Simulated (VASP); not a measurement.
Write the native input for VASP 6.6.1 that does the following.

- Task: single point
- Functional: PBE
- Potentials or basis: VASP PAW PBE potentials, release 64 (Ti_sv, C)
- Cutoff: 520 eV
- k mesh: 11 × 11 × 6
- Occupations: fermi-dirac, width 0.08 eV
- Spin: no spin polarisation
- Dipole correction: no
- Further INCAR settings: ALGO = Normal; EDIFF = 1e-06; NBANDS = 24

The structure of TiC (NiAs type) lies in POSCAR:

```
TiC
1.0
    2.9546757077      0.0000000000      0.0000000000
   -1.4773378539      2.5588242228      0.0000000000
    0.0000000000      0.0000000000      5.2703176437
Ti C
2 2
Direct
    0.0000000000      0.0000000000      0.0000000000
    0.0000000000      0.0000000000      0.5000000000
    0.3333333333      0.6666666667      0.2500000000
    0.6666666667      0.3333333333      0.7500000000
```

The input as run:

INCAR

```
PREC = Accurate ; ENCUT = 520
EDIFF = 1E-6 ; ISMEAR = -1
SIGMA = 0.08 ; LREAL = False
LASPH = True ; NELM = 100
ALGO = Normal ; ISIF = 2
LWAVE = False ; LCHARG = False
GGA = PE ; NBANDS = 24
```

KPOINTS

```
Automatic mesh
0
Gamma
  11 11 6
```

Potentials or basis: VASP PAW PBE potentials, release 64 (Ti_sv, C).

Command:

```bash
$ cat potpaw_PBE.64/Ti_sv/POTCAR potpaw_PBE.64/C/POTCAR > POTCAR
$ mpirun -np 1 vasp_std > vasp.out
```

It gave:

| Property | Result |
| --- | --- |
| Pressure | 21.0 GPa |
| Band gap on the k mesh | zero (band 16 reaches 10.75 eV, above the bottom of band 17 at 9.36 eV) |

It took 33 s on 1 thread of Intel(R) Xeon(R) Platinum 8488C (Sapphire Rapids), with other jobs on the host, peak memory 0.18 GiB.
